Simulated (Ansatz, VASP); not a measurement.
## One calculation of TaN, two programs

INCAR

```
SYSTEM = TaN
PREC     = Accurate       ! precision mode
ENCUT    = 520            ! plane-wave cutoff, eV
EDIFF    = 1E-7           ! SCF threshold, eV
ISMEAR   = 0              ! smearing method
SIGMA    = 0.15           ! smearing width, eV
LREAL    = .False.        ! projectors in reciprocal space
LASPH    = .True.         ! aspherical terms in the spheres
NELM     = 80             ! most SCF steps
ALGO     = Normal         ! electronic algorithm
ISIF     = 2              ! what is computed and relaxed
LWAVE    = .False.        ! write WAVECAR
LCHARG   = .True.         ! write CHGCAR
GGA      = PE             ! functional
LELF     = .True.         ! ELF
LVHAR    = .True.       
NBANDS   = 15             ! bands
```

KPOINTS

```
regular mesh
0
Gamma
  20 20 20
  0 0 0
```

File POSCAR:

```
TaN
1.0
   -0.2300298811      2.0702689302      2.0702689302
    2.0702689302     -0.2300298811      2.0702689302
    2.0702689302      2.0702689302     -0.2300298811
Ta N
1 1
Direct
    0.5000000000      0.5000000000      0.5000000000
    0.0000000000      0.0000000000      0.0000000000
```

Input for Ansatz:

```yaml
crystal:
  lattice:
    - [-0.2300298811, 2.0702689302, 2.0702689302]
    - [2.0702689302, -0.2300298811, 2.0702689302]
    - [2.0702689302, 2.0702689302, -0.2300298811]
  atoms:
    - { symbol: Ta, position: [0.5, 0.5, 0.5] }
    - { symbol: "N", position: [0.0, 0.0, 0.0] }
basis:
  ecutwfc: 420
kpoints:
  mp_grid: { grid: [20, 20, 20] }
hamiltonian:
  xc: pbe
scf:
  occupations: { method: gaussian, width: 0.15 }
output:
  forces: true
  stress: true
  eigenvalues: true
```

Alike in both runs: task single point; functional PBE; k mesh 20 × 20 × 20; occupations gaussian, width 0.15 eV; no spin polarisation.

|  | VASP | Ansatz |
| --- | --- | --- |
| version | VASP 6.6.1 | Ansatz 0.2.0 |
| potentials or method | VASP PAW PBE potentials, release 64 (Ta_pv, N), cutoff 520 eV | scalar-relativistic, plane waves, PAW |
| valence electrons in the cell | 16 | 18 |

Ansatz gave:

```
gap on the k mesh at the Fermi level (eV)                     : none
pressure (GPa)                                                : 15.3
traceless stress, the component that is largest in VASP (GPa) : 9.71
```

**Question.** What did VASP give for the same quantities?

**Answer.** gap on the k mesh at the Fermi level (eV): none; pressure (GPa): 16.2; traceless stress, the component that is largest in VASP (GPa): 9.66.

A gap of «none» marks a metal or a gap that the smearing closes. VASP's potentials hold 16 valence electrons a cell and Ansatz's 18, so a difference there can come from the potentials and not from the codes.

Neither program's run includes spin-orbit coupling.
